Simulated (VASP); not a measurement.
Runs of VASP 6.6.1 on Se. The structure is that of space group Fm-3m (No. 225), or close to it. The cells are those of the table. 

| task | cell | k mesh | cutoff (eV) | gap on the mesh (eV) | pressure (GPa) |
| --- | --- | --- | --- | --- | --- |
| single point | a = 3.011 Å, angles 60.0°, 1 atom | 12 × 12 × 12 | 520 | none | 0.0 |
| single point | a = 3.127 Å, angles 60.0°, 1 atom | 14 × 14 × 14 | 520 | none | -7.3 |
| single point | a = 2.929 Å, angles 60.0°, 1 atom | 14 × 14 × 14 | 520 | none | (a) |
| relaxation of cell and atoms | relaxed from a = 3.136 Å, angles 60.0°, 1 atom | 12 × 12 × 12 | 600 | none | 0.0 |
| single point | a = 2.886 Å, angles 60.0°, 1 atom | 14 × 14 × 14 | 520 | none | 13.7 |

Alike in all rows: level PBEsol; potentials or basis VASP PAW PBE potentials, release 64 (Se); no spin polarisation; smearing fermi-dirac 0.1 eV.

Problem. Estimate the missing entries.

Solution. (a) 8.0.

Caveats: the PAW data sets were made with another functional, which shifts forces and pressure a little.

A k mesh can miss the band edges, and the runs leave out spin-orbit coupling on Se.

A gap of «none» marks levels without a gap at the run's occupations.
